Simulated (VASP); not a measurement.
# SiC (P6_3mc) in VASP: notebook

SiC is run at these levels: PBE; tasks: single point.

All numbers are computed with VASP 6.6.1; they aren't measurements. Logs are shortened: lines on timing, memory, paths and dates and some standing lists are left out, and cuts for length are marked.

## 1. The cell of the first run

The structure is hexagonal, space group P6_3mc (No. 186). Conventional cell: a = 3.311 Å, b = 3.311 Å, c = 10.669 Å, α = 90.00°, β = 90.00°, γ = 120.00°. Within 2.7 Å of Si (site symmetry 3m) lie 4 C at 2.01 to 2.02 Å. Si (site symmetry 3m) has 4 C at 2.00 to 2.02 Å within 2.6 Å. C (site symmetry 3m) has 4 Si at 2.01 to 2.02 Å within 2.7 Å. Within 2.6 Å of C (site symmetry 3m) lie 4 Si at 2.00 to 2.02 Å.

## 2. Single point, PBE

Input file INCAR:

```
SYSTEM = SiC
ALGO = Normal
EDIFF = 1E-6
ENCUT = 520
GGA = PE
ISIF = 2
ISMEAR = 0
LASPH = .True.
LCHARG = .False.
LREAL = .False.
LWAVE = .False.
NBANDS = 26
NELM = 80
PREC = Accurate
SIGMA = 0.05
```

Input file KPOINTS:

```
k-points
0
Gamma
  12 12 4
  0 0 0
```

Input file POSCAR:

```
SiC
1.0
    3.3106000000      0.0000000000      0.0000000000
   -1.6553000000      2.8670637018      0.0000000000
    0.0000000000      0.0000000000     10.6694000000
Si C
4 4
Direct
    0.6666666667      0.3333333333      0.9378436843
    0.3333333333      0.6666666667      0.4378436843
    0.0000000000      0.0000000000      0.6878989045
    0.0000000000      0.0000000000      0.1878989045
    0.6666666667      0.3333333333      0.7498087506
    0.3333333333      0.6666666667      0.2498087506
    0.0000000000      0.0000000000      0.5004476606
    0.0000000000      0.0000000000      0.0004476606
```

Potentials or basis: VASP PAW PBE potentials, release 64 (Si, C).

On the command line:

```
$ cat potpaw_PBE.64/Si/POTCAR potpaw_PBE.64/C/POTCAR > POTCAR
$ mpirun -np 1 vasp_std > vasp.out
```

OUTCAR:

```text
SYSTEM = SiC
   EDIFF = 1E-6
   ENCUT = 520
   GGA = PE
   ISIF = 2
   ISMEAR = 0
   LASPH = .True.
   LREAL = .False.
   NELM = 80
   PREC = Accurate

 ion  position               nearest neighbor table
   1  0.667  0.333  0.938-   5 2.01   8 2.02   8 2.02   8 2.02
   2  0.333  0.667  0.438-   6 2.01   7 2.02   7 2.02   7 2.02
   3  0.000  0.000  0.688-   7 2.00   5 2.02   5 2.02   5 2.02
   4  0.000  0.000  0.188-   8 2.00   6 2.02   6 2.02   6 2.02
   5  0.667  0.333  0.750-   1 2.01   3 2.02   3 2.02   3 2.02
   6  0.333  0.667  0.250-   2 2.01   4 2.02   4 2.02   4 2.02
   7  0.000  0.000  0.500-   3 2.00   2 2.02   2 2.02   2 2.02
   8  0.000  0.000  0.000-   4 2.00   1 2.02   1 2.02   1 2.02

  LATTYP: Found a hexagonal cell.
 ALAT       =     3.3106000000
 C/A-ratio  =     3.2227994925

  Lattice vectors:

 A1 = (   3.3106000000,   0.0000000000,   0.0000000000)
 A2 = (  -1.6553000000,   2.8670637018,   0.0000000000)
 A3 = (   0.0000000000,   0.0000000000,  10.6694000000)

Analysis of symmetry for initial positions (statically):
=====================================================================
 Subroutine PRICEL returns:
 Original cell was already a primitive cell.

 Routine SETGRP: Setting up the symmetry group for a
 hexagonal supercell.

 Subroutine GETGRP returns: Found 12 space group operations
 (whereof  6 operations were pure point group operations)
 out of a pool of 24 trial point group operations.

The static configuration has the point symmetry C_3v.
 The point group associated with its full space group is C_6v.

Analysis of symmetry for dynamics (positions and initial velocities):
=====================================================================
 Subroutine PRICEL returns:
 Original cell was already a primitive cell.

 Routine SETGRP: Setting up the symmetry group for a
 hexagonal supercell.

 Subroutine GETGRP returns: Found 12 space group operations
 (whereof  6 operations were pure point group operations)
 out of a pool of 24 trial point group operations.

The dynamic configuration has the point symmetry C_3v.
 The point group associated with its full space group is C_6v.

 Subroutine INISYM returns: Found 12 space group operations
 (whereof  6 operations are pure point group operations),
 and found     1 'primitive' translations

[... 105 lines left out ...]
   NELM   =     80;   NELMIN=  2; NELMDL= -5     # of ELM steps
   EDIFF  = 0.1E-05   stopping-criterion for ELM
   LREAL  =      F    real-space projection
[... 7 lines left out ...]
   TEBEG  =    0.0;   TEEND  =   0.0 temperature during run
   PSTRESS=    0.0 pullay stress
   NELECT =      32.0000    total number of electrons
   NUPDOWN=      -1.0000    fix difference up-down
   EMIN   =  10.00;   EMAX   =-10.00  energy-range for DOS
   EFERMI =   0.00;   METHOD = LEGACY
   ISMEAR =     0;   SIGMA  =   0.05  broadening in eV -4-tet -1-fermi 0-gaus
   EFERMI_NEDOS =   21; number of points for ismear=-14 and -15
   IALGO  =     38    algorithm
   IMIX   =      4    mixing-type and parameters
     AMIX     =   0.40;   BMIX     =  1.00
     AMIX_MAG =   1.60;   BMIX_MAG =  1.00
  volume/ion in A,a.u.               =      12.66        85.43
  Fermi-wavevector in a.u.,A,eV,Ry     =   1.115056  2.107151 16.916812  1.243351
  Thomas-Fermi vector in A             =   2.251657
   LORBIT       =      0    0 simple, 1 ext, 2 COOP (PROOUT), +10 PAW based schemes
   GGA     = PE    functional components
   LHFCALC =     F    Hartree Fock is set to
   AEXX    =    0.0000 exact exchange contribution
   IVDW    =     0    specifies the selected vdW correction
   LEPSILON=     F    determine dielectric tensor
   LRPA    =     F    only Hartree local field effects (RPA)
 non-spin polarized calculation
 Gauss-broadening in eV      SIGMA  =   0.05
  energy-cutoff  :      520.00
  volume of cell :      101.27
 maximum number of plane-waves:      2752
 NGX is ok and might be reduce to    28
   NGX = 13   NGY = 13   NGZ = 39

 number of electron      32.0000000 magnetization

 Free energy of the ion-electron system (eV)
  ---------------------------------------------------
  ext. energy  EPLUGINS =         0.00000000
  ---------------------------------------------------
  free energy    TOTEN  =       -58.50406110 eV

  energy without entropy =      -58.50406110  energy(sigma->0) =      -58.50406110

 E-fermi :   6.2612     XC(G=0): -10.4914

 val. band max:        6.0399626430   @ k =   0.0000   0.0000   0.0000
 cond. band min:       8.1607392919   @ k =   0.5000  -0.0000   0.0000
 fundamental gap:      2.1207766488
 Fermi energy:         6.2611760404

 k-point     1 :       0.0000    0.0000    0.0000
  band No.  band energies     occupation
      1      -7.9214      2.00000
      2      -6.9010      2.00000
      3      -6.8722      2.00000
      4      -4.9374      2.00000
      5      -1.5095      2.00000
      6       2.0885      2.00000
[... 685 lines left out ...]
     25      13.3642      0.00000
     26      14.0041      0.00000

 [... further k-points ...]

------------------------ aborting loop because EDIFF is reached ----------------------------------------

  FORCE on cell =-STRESS in cart. coord.  units (eV):
  Direction    XX          YY          ZZ          XY          YZ          ZX
  --------------------------------------------------------------------------------------
  -------------------------------------------------------------------------------------
  Total      -18.3862018    -18.3862018    -14.9868252      0.0000000      0.0000000      0.0000000
  in kB     -290.8831435   -290.8831435   -237.1025223      0.0000000      0.0000000      0.0000000
  external PRESSURE =    -272.9562697 kB  Pullay stress =       0.0000000 kB

 VOLUME and BASIS-vectors are now :
 -----------------------------------------------------------------------------
  energy-cutoff  :      520.00
  volume of cell :      101.27
      direct lattice vectors                 reciprocal lattice vectors
     3.310600000  0.000000000  0.000000000     0.302060050  0.174394451  0.000000000
    -1.655300000  2.867063702  0.000000000     0.000000000  0.348788902  0.000000000
     0.000000000  0.000000000 10.669400000     0.000000000  0.000000000  0.093725983

 POSITION                                       TOTAL-FORCE (eV/Angst)
 -----------------------------------------------------------------------------------
      1.65530      0.95569     10.00623         0.000000      0.000000      0.045438
     -0.00000      1.91138      4.67153        -0.000000     -0.000000      0.045438
      0.00000      0.00000      7.33947        -0.000000      0.000000     -0.006604
      0.00000      0.00000      2.00477         0.000000     -0.000000     -0.006604
      1.65530      0.95569      8.00001         0.000000      0.000000     -0.038041
     -0.00000      1.91138      2.66531         0.000000      0.000000     -0.038041
      0.00000      0.00000      5.33948        -0.000000      0.000000     -0.000793
      0.00000      0.00000      0.00478        -0.000000      0.000000     -0.000793
 -----------------------------------------------------------------------------------
    total drift:                               -0.000000     -0.000000      0.000637

  FREE ENERGIE OF THE ION-ELECTRON SYSTEM (eV)
  ---------------------------------------------------
  free  energy   TOTEN  =       -58.5040610970 eV

  energy  without entropy=      -58.5040610970  energy(sigma->0) =      -58.50406110
```

Run time: 1.8 min. Hardware: 1 thread of Intel Xeon Platinum 8488C (Sapphire Rapids), shared host; peak memory 0.29 GiB.

What came out:

| Quantity | Value |
| --- | --- |
| Free energy | -58.5041 eV |
| Pressure | -27.3 GPa |
| Largest force | 0.045 eV/Å |
| Band gap on the k mesh | 2.12 eV (least direct gap 3.13 eV) |

Forces in eV/Å, atoms in the order of the input:
```
Si   0.000  0.000  0.045
Si   0.000  0.000  0.045
Si   0.000  0.000 -0.007
Si   0.000  0.000 -0.007
C    0.000  0.000 -0.038
C    0.000  0.000 -0.038
C    0.000  0.000 -0.001
C    0.000  0.000 -0.001
```

Caveat: the cell stands under tension. A k mesh can miss the band edges.

## 3. Single point, PBE

This run uses another cell than the first one, of 12.98 Å³/atom.

Input file INCAR:

```
SYSTEM = SiC
  ALGO = Normal
  EDIFF = 1E-7
  ENCUT = 520
  GGA = PE
  ISIF = 2
  ISMEAR = 0
  LASPH = .True.
  LCHARG = .True.
  LELF = .True.
  LREAL = .False.
  LVHAR = .True.
  LWAVE = .False.
  NBANDS = 26
  NELM = 100
  PREC = Accurate
  SIGMA = 0.05
```

KPOINTS is that of step 2.

POSCAR, as its differences from that of step 2:

```diff
@@ -4,3 +4,3 @@
    -1.6553000000      2.8670637018      0.0000000000
-    0.0000000000      0.0000000000     10.6694000000
+    0.0000000000      0.0000000000     10.9395000000
 Si C
```

Potentials or basis: VASP PAW PBE potentials, release 64 (Si, C).

On the command line:

```
$ cat potpaw_PBE.64/Si/POTCAR potpaw_PBE.64/C/POTCAR > POTCAR
$ mpirun -np 1 vasp_std > vasp.out
```

Wall time 2.1 min (1 thread of Intel Xeon Platinum 8488C (Sapphire Rapids), shared host); peak memory 0.3 GiB.

It converged, with:

- Free energy: -58.0649 eV
- Pressure: -29.4 GPa
- Largest force: 0.066 eV/Å
- Band gap on the k mesh: 2.08 eV (least direct gap 3.14 eV)

Forces on the atoms (eV/Å):
```
Si   0.000  0.000  0.066
Si   0.000  0.000  0.066
Si   0.000  0.000 -0.005
Si   0.000  0.000 -0.005
C    0.000  0.000 -0.040
C    0.000  0.000 -0.040
C    0.000  0.000 -0.021
C    0.000  0.000 -0.021
```

Stress tensor (GPa, compression positive):
```
-28.59   0.00   0.00
  0.00 -28.59   0.00
  0.00   0.00 -30.96
```

Levels at points of the mesh, in eV from the valence-band top:
| k point | band 13 | band 14 | band 15 | band 16 | band 17 | band 18 | band 19 | band 20 |
| --- | --- | --- | --- | --- | --- | --- | --- | --- |
| (0.00, 0.00, 0.00) | -0.53 | -0.07 | 0.00 | 0.00 | 3.36 | 3.67 | 3.89 | 4.38 |
| (0.50, 0.00, 0.00) | -2.05 | -2.00 | -1.42 | -1.06 | 2.08 | 2.15 | 3.39 | 3.55 |
| (0.00, 0.00, 0.50) | -0.19 | -0.19 | -0.19 | -0.19 | 3.55 | 3.55 | 4.47 | 4.47 |
| (0.50, 0.00, 0.50) | -2.18 | -2.18 | -1.40 | -1.40 | 2.48 | 2.48 | 3.55 | 3.55 |

Caveat: the cell stands under tension. A k mesh can miss the band edges.
